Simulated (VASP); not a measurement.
## LiSe4: single point with PBE

Crystal: LiSe4.

```
CELL_PARAMETERS angstrom
3.38376 0.00000 0.00000
-0.05160 3.55285 0.00000
-0.00389 -0.32077 4.93002
ATOMIC_POSITIONS crystal
Li 0.50000 0.00000 0.75000
Se 0.50057 0.50005 0.49924
Se 0.48788 0.48878 0.00074
Se 0.00016 0.00000 0.49916
Se 0.01123 0.01178 0.00114
```

The cell was generated, and may not be a known phase.

* Program: VASP 6.6.1
* Task: single point
* Functional: PBE
* Potentials or basis: VASP PAW PBE potentials, release 64 (Li_sv, Se)
* Cutoff: 520 eV
* k mesh: 6 × 6 × 4
* Occupations: gaussian, width 0.1 eV
* Spin: no spin polarisation

```yaml
Largest_force: 3.360 eV/Å
Band_gap_on_the_k_mesh: zero (an odd number of electrons rules out a gap without spin polarisation)
```

Forces on the atoms (eV/Å):
```
Li   0.492 -0.424 -0.097
Se  -0.084 -0.837 -1.620
Se   1.108  2.651  1.742
Se   0.102  0.341 -2.306
Se  -1.618 -1.731  2.282
```

Levels at points of the mesh, in eV from the Fermi level:
```
           k point  band 9  band 10  band 11  band 12  band 13  band 14  band 15  band 16  band 17  band 18
(0.00, 0.00, 0.00)   -6.77    -5.58    -5.39    -0.36     0.38     1.01     1.26     1.89     3.00     3.07
(0.50, 0.00, 0.00)   -5.84    -4.83    -4.68    -3.39    -2.79    -2.06    -1.04     3.22     3.70     4.49
(0.00, 0.50, 0.00)   -5.24    -4.15    -4.08    -2.84    -2.11    -1.04    -0.21     2.99     3.56     4.73
(0.50, 0.50, 0.00)   -9.39    -8.89    -8.43    -0.73     0.55     3.92     4.03     4.42     4.85     6.74
(0.00, 0.00, 0.50)   -7.17    -6.90    -6.34    -0.13     0.18     0.27     1.33     2.02     2.58     2.73
(0.50, 0.00, 0.50)   -5.07    -4.85    -4.57    -4.38    -4.03    -3.00    -2.74    -2.62    -1.84     6.99
(0.00, 0.50, 0.50)   -4.56    -4.47    -4.16    -4.01    -3.62    -2.62    -2.47    -2.01    -1.23     7.72
(0.50, 0.50, 0.50)  -10.31    -3.62    -3.43    -3.28    -3.15     2.92     4.13     4.42     4.99     5.34
```

It took 87 s on 1 thread of AMD EPYC 7R13 Processor (Zen 3), with other jobs on the host, peak memory 0.2 GiB.

Caveat: an odd number of electrons without spin polarisation forces a metal; a magnetic or distorted state may lie lower.
